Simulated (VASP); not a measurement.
# Al7SiCN7 (P1) in VASP: single point with PBEsol

Aim: the single point of Al7SiCN7 with PBEsol.

Program: VASP 6.6.1. These are calculated values, not measurements. Logs are shortened: lines on timing, memory, paths and dates and some standing lists are left out, and cuts for length are marked.

## Step 1: The cell of the first run

The typed cell holds 96 atoms: a = 9.352 Å, b = 10.793 Å, c = 9.981 Å, α = 90.00°, β = 90.00°, γ = 90.00°.

## Step 2: Single point, PBEsol

INCAR

```
PREC = Accurate
ENCUT = 520
EDIFF = 1E-6
ISMEAR = -1
SIGMA = 0.05
LREAL = Auto
LASPH = True
NELM = 60
ALGO = Normal
ISIF = 2
LWAVE = False
LCHARG = True
GGA = PS
LELF = True
LVHAR = True
ISYM = 0
NBANDS = 246
```

KPOINTS

```
Automatic mesh
0
Gamma
  1 1 1
  0.25 0.25 0.25
```

POSCAR

```
Al7SiCN7
1.0
    9.3519026579      0.0000000000      0.0000000000
    0.0000000000     10.7934492060      0.0000000000
    0.0000000000      0.0000000000      9.9805007764
Al Si N C
42 6 42 6
Direct
    0.1684770000      0.0856240000      0.2490220000
    0.0009330000      0.3322770000      0.2508160000
    0.0015550000      0.3337000000      0.7443830000
    0.4983960000      0.0855710000      0.2458600000
    0.5011900000      0.0809730000      0.7459440000
    0.3318880000      0.3331390000      0.2519860000
    0.3314450000      0.3343240000      0.7512970000
    0.1634560000      0.5807950000      0.2498010000
    0.1657600000      0.5862460000      0.7490110000
    0.9999770000      0.8357540000      0.2415210000
    0.9973440000      0.8320280000      0.7467860000
    0.8336770000      0.0858230000      0.2484620000
    0.8313240000      0.0814900000      0.7510600000
    0.6672460000      0.3328100000      0.2503580000
    0.6668620000      0.3337030000      0.7513660000
    0.5016680000      0.5821160000      0.2500730000
    0.4985870000      0.5832820000      0.7501700000
    0.3386450000      0.8328930000      0.7501070000
    0.8334140000      0.5785330000      0.2507160000
    0.8358650000      0.5835540000      0.7486750000
    0.6703260000      0.8306340000      0.2409720000
    0.6650950000      0.8307900000      0.7525230000
    0.0004350000      0.1632270000      0.5011730000
    0.0000040000      0.1662850000      0.9952790000
    0.3330700000      0.1679060000      0.4973900000
    0.3336710000      0.1688160000      0.9972830000
    0.1657410000      0.4166140000      0.5013500000
    0.1661840000      0.4168900000      0.9999900000
    0.0002850000      0.6639080000      0.4943670000
    0.6657390000      0.1690060000      0.4984950000
    0.6655980000      0.1667200000      0.9975270000
    0.5001030000      0.4167470000      0.4998460000
    0.4970230000      0.4137450000      0.0018350000
    0.3315340000      0.6645740000      0.5010700000
    0.1693140000      0.9145570000      0.9971100000
    0.8343790000      0.4156800000      0.5013760000
    0.8368300000      0.4149030000      0.9992260000
    0.6691920000      0.6653620000      0.5002570000
    0.6710400000      0.6657730000      0.0024900000
    0.5049870000      0.9203740000      0.4957600000
    0.5020800000      0.9158160000      0.9989100000
    0.8331800000      0.9179330000      0.9999330000
    0.1678010000      0.0845830000      0.7489150000
    0.3316280000      0.8352870000      0.2478260000
    0.9986840000      0.6718670000      0.0043830000
    0.3321410000      0.6688920000      0.9998540000
    0.1659750000      0.9199830000      0.4966640000
    0.8327990000      0.9185510000      0.4973910000
    0.0032940000      0.1629000000      0.1852860000
    0.0095360000      0.1569820000      0.6951690000
    0.3282060000      0.1690680000      0.1884320000
    0.3187930000      0.1643240000      0.6909190000
    0.1697390000      0.4170610000      0.1878340000
    0.1684320000      0.4208100000      0.6945580000
    0.0016910000      0.6674980000      0.6839600000
    0.6692080000      0.1676680000      0.1897650000
    0.6710960000      0.1685900000      0.6891210000
    0.4977760000      0.4171980000      0.1919000000
    0.4983780000      0.4165600000      0.6916560000
    0.3342950000      0.6768230000      0.1838110000
    0.3321460000      0.6689440000      0.6896580000
    0.1797210000      0.9160950000      0.1920740000
    0.1709500000      0.9252950000      0.6783520000
    0.8326450000      0.4132840000      0.1876320000
    0.8328590000      0.4169650000      0.6940400000
    0.6653920000      0.6615270000      0.1934300000
    0.6661870000      0.6631130000      0.6899420000
    0.4888360000      0.9072720000      0.1985540000
    0.4992120000      0.9112940000      0.6832520000
    0.8341460000      0.9214880000      0.1943830000
    0.8331290000      0.9161800000      0.6741390000
    0.1646430000      0.0716480000      0.4407290000
    0.1665070000      0.0802240000      0.9263000000
    0.0031990000      0.3328170000      0.9368830000
    0.3332210000      0.3363250000      0.4425500000
    0.3300260000      0.3363730000      0.9396780000
    0.1696680000      0.5853340000      0.4396220000
    0.1702680000      0.5915240000      0.9457860000
    0.0024290000      0.8440720000      0.4457300000
    0.8361230000      0.0728580000      0.4433350000
    0.8360220000      0.0860620000      0.9382050000
    0.6661390000      0.3374320000      0.4407440000
    0.6666180000      0.3391730000      0.9409800000
    0.4982260000      0.5880760000      0.4399880000
    0.4856270000      0.5853200000      0.9459560000
    0.3184630000      0.8334550000      0.4311650000
    0.3325070000      0.8221150000      0.9415510000
    0.8326070000      0.5841540000      0.4419810000
    0.8472790000      0.5827660000      0.9407490000
    0.6810980000      0.8343230000      0.4392860000
    0.9992650000      0.6665360000      0.1864970000
    0.0007790000      0.3287210000      0.4439050000
    0.4991370000      0.0850710000      0.4388340000
    0.4964930000      0.0831050000      0.9391840000
    0.0038440000      0.8284870000      0.9388620000
    0.6676280000      0.8301880000      0.9435120000
```

Potentials or basis: VASP PAW PBE potentials, release 64 (Al, Si, N, C).

Launch:

```sh
cat potpaw_PBE.64/Al/POTCAR potpaw_PBE.64/Si/POTCAR potpaw_PBE.64/N/POTCAR potpaw_PBE.64/C/POTCAR > POTCAR
mpirun -np 1 vasp_std > vasp.out
```

OUTCAR:

```text
PREC = Accurate
   ENCUT = 520
   EDIFF = 1E-6
   ISMEAR = -1
   LREAL = Auto
   LASPH = True
   NELM = 60
   ISIF = 2
   GGA = PS
   ISYM = 0

 ion  position               nearest neighbor table
   1  0.168  0.086  0.249-  51 1.85  49 1.87  62 1.92  72 1.92  25 3.05  47 3.05   6 3.08  23 3.08
                            26 3.08   4 3.09   2 3.09  44 3.10  24 3.11  35 3.12  10 3.12  12 3.13
   2  0.001  0.332  0.251-  64 1.91  92 1.93  53 1.93  49 1.94  37 3.08  27 3.08  28 3.08  36 3.08
                             8 3.08  19 3.09  12 3.09   1 3.09  23 3.09   6 3.10  24 3.12  14 3.12
   3  0.002  0.334  0.744-  65 1.88  54 1.89  74 1.92  50 1.97  27 3.01  36 3.02  23 3.05   7 3.09
                            24 3.09  37 3.10  43 3.11  20 3.11  28 3.11   9 3.13  15 3.13  13 3.15
   4  0.498  0.086  0.246-  56 1.91  51 1.92  93 1.93  68 1.98  26 3.06  31 3.06  40 3.07  41 3.07
                            25 3.08   1 3.09   6 3.09  14 3.10  30 3.10  44 3.12  12 3.14  21 3.19
   5  0.501  0.081  0.746-  94 1.93  57 1.93  69 1.94  52 2.01  40 3.04  30 3.06  18 3.08  25 3.08
                            31 3.09  13 3.09  41 3.09  22 3.11  26 3.11  43 3.12  15 3.14   7 3.16
   6  0.332  0.333  0.252-  53 1.88  51 1.88  58 1.89  75 1.90  25 3.03  33 3.06  32 3.07  27 3.07
                             1 3.08  28 3.09   4 3.09   2 3.10  26 3.10   8 3.10  16 3.12  14 3.14
   7  0.331  0.334  0.751-  54 1.88  76 1.88  59 1.89  52 1.93  26 3.04  28 3.06  33 3.06  27 3.07
                             3 3.09  32 3.09  43 3.10  25 3.11  17 3.11   9 3.13  15 3.14   5 3.16
   8  0.163  0.581  0.250-  53 1.87  77 1.90  91 1.90  60 2.02  29 3.02  45 3.06  28 3.06  27 3.07
                             2 3.08  19 3.09  34 3.09  46 3.10   6 3.10  10 3.15  16 3.16  44 3.17
   9  0.166  0.586  0.749-  54 1.87  55 1.88  61 1.89  78 1.97  34 3.04  27 3.08  46 3.08  11 3.09
[... 125 lines left out ...]
  95  0.004  0.828  0.939-  45 1.81  35 1.90  11 1.92  42 1.96
  96  0.668  0.830  0.944-  39 1.87  41 1.89  42 1.90  22 1.91

IMPORTANT INFORMATION: All symmetrisations will be switched off!
NOSYMM: (Re-)initialisation of all symmetry stuff for point group C_1.

----------------------------------------------------------------------------------------

                                     Primitive cell

  volume of cell :    1007.4246

  direct lattice vectors                    reciprocal lattice vectors
     9.351902658  0.000000000  0.000000000     0.106930112  0.000000000  0.000000000
     0.000000000 10.793449206  0.000000000     0.000000000  0.092648789  0.000000000
     0.000000000  0.000000000  9.980500776     0.000000000  0.000000000  0.100195373

  length of vectors
     9.351902658 10.793449206  9.980500776     0.106930112  0.092648789  0.100195373

  position of ions in fractional coordinates (direct lattice)
     0.168477000  0.085624000  0.249022000
     0.000933000  0.332277000  0.250816000
     0.001555000  0.333700000  0.744383000
     0.498396000  0.085571000  0.245860000
     0.501190000  0.080973000  0.745944000
     0.331888000  0.333139000  0.251986000
[... 88 lines left out ...]
     0.003844000  0.828487000  0.938862000
     0.667628000  0.830188000  0.943512000

  ion indices of the primitive-cell ions
   primitive index   ion index
                 1           1
                 2           2
                 3           3
                 4           4
                 5           5
                 6           6
[... 88 lines left out ...]
                95          95
                96          96

----------------------------------------------------------------------------------------

[... 34 lines left out ...]
   dimension x,y,z NGXF=   140 NGYF=  160 NGZF=  160
   ions per type =              42   6  42   6
   NGX,Y,Z   is equivalent  to a cutoff of  12.44, 12.32, 13.33 a.u.
   NGXF,Y,Z  is equivalent  to a cutoff of  24.89, 24.64, 26.65 a.u.
 SYSTEM =  unknown system
   PREC   = accura    normal or accurate (medium, high low for compatibility)
   ISTART =      0    job   : 0-new  1-cont  2-samecut
   ICHARG =      2    charge: 1-file 2-atom 10-const
   ISPIN  =      1    spin polarized calculation?
   LNONCOLLINEAR =      F non collinear calculations
   LSORBIT =      F    spin-orbit coupling
   LASPH  =      T    aspherical Exc in radial PAW
   ENCUT  =  520.0 eV  38.22 Ry    6.18 a.u.  17.39 20.07 18.56*2*pi/ulx,y,z
   NELM   =     60;   NELMIN=  2; NELMDL= -5     # of ELM steps
   EDIFF  = 0.1E-05   stopping-criterion for ELM
   LREAL  =      T    real-space projection
   EDIFFG = 0.1E-04   stopping-criterion for IOM
   NSW    =      0    number of steps for IOM
   IBRION =     -1    ionic relax: 0-MD 1-quasi-New 2-CG
   NFREE  =      0    steps in history (QN), initial steepest desc. (CG)
   ISIF   =      2    stress and relaxation
   ISYM   =      0    0-nonsym 1-usesym 2-fastsym
   POTIM  = 0.5000    time-step for ionic-motion
   TEBEG  =    0.0;   TEEND  =   0.0 temperature during run
   PSTRESS=    0.0 pullay stress
   NELECT =     384.0000    total number of electrons
   NUPDOWN=      -1.0000    fix difference up-down
   EMIN   =  10.00;   EMAX   =-10.00  energy-range for DOS
   EFERMI =   0.00;   METHOD = LEGACY
   ISMEAR =    -1;   SIGMA  =   0.05  broadening in eV -4-tet -1-fermi 0-gaus
   EFERMI_NEDOS =   21; number of points for ismear=-14 and -15
   IALGO  =     38    algorithm
   IMIX   =      4    mixing-type and parameters
     AMIX     =   0.40;   BMIX     =  1.00
     AMIX_MAG =   1.60;   BMIX_MAG =  1.00
  volume/ion in A,a.u.               =      10.49        70.82
  Fermi-wavevector in a.u.,A,eV,Ry     =   1.186992  2.243089 19.169922  1.408950
  Thomas-Fermi vector in A             =   2.323153
   LORBIT       =      0    0 simple, 1 ext, 2 COOP (PROOUT), +10 PAW based schemes
   GGA     = PS    functional components
   LHFCALC =     F    Hartree Fock is set to
   AEXX    =    0.0000 exact exchange contribution
   IVDW    =     0    specifies the selected vdW correction
   LEPSILON=     F    determine dielectric tensor
   LRPA    =     F    only Hartree local field effects (RPA)
 non-spin polarized calculation
  energy-cutoff  :      520.00
  volume of cell :     1007.42
 maximum number of plane-waves:     27130
 NGX is ok and might be reduce to    70
   NGX = 35   NGY = 41   NGZ = 37

 number of electron     383.9999999 magnetization

 Free energy of the ion-electron system (eV)
  ---------------------------------------------------
  ext. energy  EPLUGINS =         0.00000000
  ---------------------------------------------------
  free energy    TOTEN  =      -743.73237585 eV

  energy without entropy =     -743.73237585  energy(sigma->0) =     -743.73237585

 E-fermi :   8.6205     XC(G=0): -11.1349

 val. band max:        7.3678858651   @ k =   0.2500   0.2500   0.2500
 cond. band min:      10.6304643576   @ k =  -0.2500  -0.2500   0.2500
 fundamental gap:      3.2625784925
 Fermi energy:         8.6205033581

 k-point     1 :       0.2500    0.2500    0.2500
  band No.  band energies     occupation
      1     -10.0962      2.00000
      2      -9.6797      2.00000
      3      -9.1800      2.00000
      4      -9.1300      2.00000
      5      -8.7023      2.00000
      6      -8.4929      2.00000
[... 817 lines left out ...]
    203      11.5519      0.00000
    204      11.6183      0.00000
 [bands above 204 left out]

------------------------ aborting loop because EDIFF is reached ----------------------------------------

  FORCE on cell =-STRESS in cart. coord.  units (eV):
  Direction    XX          YY          ZZ          XY          YZ          ZX
  --------------------------------------------------------------------------------------
  -------------------------------------------------------------------------------------
  Total        0.3278701      0.4081084      0.2112287     -0.2224474     -2.0433080      0.7198938
  in kB        0.5214345      0.6490431      0.3359316     -0.3537735     -3.2496146      1.1448971
  external PRESSURE =       0.5021364 kB  Pullay stress =       0.0000000 kB

 VOLUME and BASIS-vectors are now :
 -----------------------------------------------------------------------------
  energy-cutoff  :      520.00
  volume of cell :     1007.42
      direct lattice vectors                 reciprocal lattice vectors
     9.351902658  0.000000000  0.000000000     0.106930112  0.000000000  0.000000000
     0.000000000 10.793449206  0.000000000     0.000000000  0.092648789  0.000000000
     0.000000000  0.000000000  9.980500776     0.000000000  0.000000000  0.100195373

 POSITION                                       TOTAL-FORCE (eV/Angst)
 -----------------------------------------------------------------------------------
      1.57558      0.92418      2.48536        -0.002970     -0.011823      0.008708
      0.00873      3.58641      2.50327         0.006538     -0.005933     -0.012806
      0.01454      3.60177      7.42932         0.008138     -0.012468     -0.008865
      4.66095      0.92361      2.45381        -0.003151     -0.011244     -0.010074
      4.68708      0.87398      7.44489        -0.001699     -0.005163     -0.031722
      3.10378      3.59572      2.51495        -0.005636      0.001495      0.007732
[... 88 lines left out ...]
      0.03595      8.94223      9.37031        -0.004120      0.005776      0.008533
      6.24359      8.96059      9.41672        -0.004370      0.014399      0.005836
 -----------------------------------------------------------------------------------
    total drift:                               -0.005264      0.049814      0.006907

  FREE ENERGIE OF THE ION-ELECTRON SYSTEM (eV)
  ---------------------------------------------------
  free  energy   TOTEN  =      -743.7323758465 eV

  energy  without entropy=     -743.7323758465  energy(sigma->0) =     -743.73237585
```

Wall time 51 min (1 thread of Intel Xeon 8259CL, shared host); peak memory 1.3 GiB.

What came out:

```
Free energy            : -743.7324 eV
Pressure               : 0.1 GPa
Largest force          : 0.051 eV/Å
Band gap on the k mesh : 3.26 eV
```

Forces on the atoms (eV/Å):
```
Al  -0.003 -0.012  0.009
Al   0.007 -0.006 -0.013
Al   0.008 -0.012 -0.009
Al  -0.003 -0.011 -0.010
Al  -0.002 -0.005 -0.032
Al  -0.006  0.001  0.008
Al   0.000 -0.005 -0.009
Al   0.012  0.000  0.015
Al   0.006  0.012 -0.003
Al   0.009  0.010  0.008
Al   0.003  0.008 -0.016
Al   0.011  0.005  0.004
Al   0.008 -0.009 -0.006
Al   0.001  0.006  0.004
Al  -0.002  0.002 -0.010
Al  -0.016  0.014  0.011
Al  -0.001  0.013 -0.003
Al  -0.003  0.007  0.002
Al  -0.011  0.000  0.014
Al   0.002  0.024 -0.009
Al  -0.008  0.004  0.007
Al   0.003  0.002 -0.008
Al   0.006 -0.020  0.001
Al   0.012 -0.010  0.006
Al  -0.020 -0.001 -0.001
Al  -0.029 -0.002  0.005
Al   0.016  0.012 -0.002
Al   0.003  0.006  0.004
Al   0.010  0.015 -0.008
Al   0.015 -0.005 -0.004
Al   0.013 -0.004  0.003
Al  -0.010  0.012  0.002
Al  -0.008  0.015  0.003
Al  -0.001  0.015  0.001
Al   0.012  0.007  0.018
Al  -0.013  0.005  0.003
Al   0.003 -0.002  0.003
Al  -0.009  0.008  0.000
Al   0.001 -0.020  0.003
Al   0.003 -0.026 -0.013
Al  -0.026 -0.010  0.016
Al  -0.002  0.007  0.015
Si   0.000 -0.021 -0.002
Si  -0.007 -0.012  0.018
Si  -0.004  0.009 -0.011
Si   0.004 -0.003  0.012
Si   0.004 -0.032  0.001
Si   0.000 -0.012 -0.007
N   -0.006  0.017  0.003
N   -0.027  0.019 -0.008
N    0.009  0.006 -0.011
N    0.025  0.013 -0.013
N   -0.004 -0.003 -0.002
N   -0.001 -0.007  0.003
N   -0.006 -0.003  0.008
N   -0.003  0.004 -0.007
N   -0.003  0.008  0.003
N    0.002 -0.009 -0.006
N    0.003 -0.005  0.005
N    0.002 -0.021  0.007
N    0.002 -0.008  0.005
N   -0.028  0.018 -0.015
N    0.000 -0.007  0.021
N    0.000 -0.004 -0.003
N   -0.006 -0.006 -0.003
N    0.008 -0.005 -0.008
N    0.003  0.002  0.003
N    0.034  0.018 -0.031
N    0.008  0.009  0.008
N    0.003  0.001 -0.017
N   -0.001  0.003  0.026
N   -0.007  0.050 -0.007
N    0.003  0.008  0.030
N   -0.006  0.001  0.000
N   -0.003 -0.004  0.003
N    0.004 -0.005  0.002
N   -0.005 -0.013  0.001
N   -0.001 -0.025 -0.013
N    0.000 -0.020 -0.007
N   -0.002  0.025 -0.005
N   -0.004 -0.008  0.006
N    0.010  0.004 -0.004
N    0.005 -0.006  0.001
N    0.006 -0.015 -0.002
N    0.029 -0.022 -0.011
N    0.017 -0.015  0.007
N    0.003  0.033 -0.008
N   -0.002 -0.016 -0.004
N   -0.017 -0.006  0.001
N   -0.029 -0.017 -0.005
C   -0.007  0.004  0.015
C   -0.001  0.017 -0.002
C    0.004  0.004  0.000
C    0.002 -0.014  0.003
C   -0.004  0.006  0.009
C   -0.004  0.014  0.006
```

Stress tensor (GPa, compression positive):
```
 0.05 -0.04  0.11
-0.04  0.06 -0.32
 0.11 -0.32  0.03
```

Caveat: the PAW data sets were made with another functional, which shifts forces and pressure a little; a shifted mesh leaves out Γ, where band edges can lie.
